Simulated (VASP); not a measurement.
Here is a VASP 6.6.1 calculation.

File INCAR:

```
SYSTEM = AlCo
PREC = Accurate
ENCUT = 520
EDIFF = 1E-7
ISMEAR = 0
SIGMA = 0.1
LREAL = .FALSE.
LASPH = .TRUE.
NELM = 100
ALGO = Fast
ISIF = 2
LWAVE = .FALSE.
LCHARG = .FALSE.
GGA = PS
NBANDS = 13
```

File KPOINTS:

```
regular mesh
0
G
  6 6 6
  0 0 0
```

POSCAR

```
AlCo
1.0
    2.8194032100      0.0000000000      0.0000000000
    0.0000000000      2.8194032100      0.0000000000
    0.0000000000      0.0000000000      2.8194032100
Al Co
1 1
Direct
    0.0000000000      0.0000000000      0.0000000000
    0.5000000000      0.5000000000      0.5000000000
```

Potentials or basis: VASP PAW PBE potentials, release 64 (Al, Co).

The run is started by

```sh
$ cat potpaw_PBE.64/Al/POTCAR potpaw_PBE.64/Co/POTCAR > POTCAR
$ mpirun -np 1 vasp_std > vasp.out
```

Q: What does it give for the band gap on the k mesh?

A: Zero (band 6 reaches 13.25 eV, above the bottom of band 7 at 10.65 eV).

Q: What does it give for the pressure?

A: 1.0 GPa.

Caveat: the k points lie up to 0.37 Å⁻¹ apart; the PAW data sets were made with another functional, which shifts forces and pressure a little. Spin polarisation is off, so any magnetic state and its effect on volume and gap are missing.
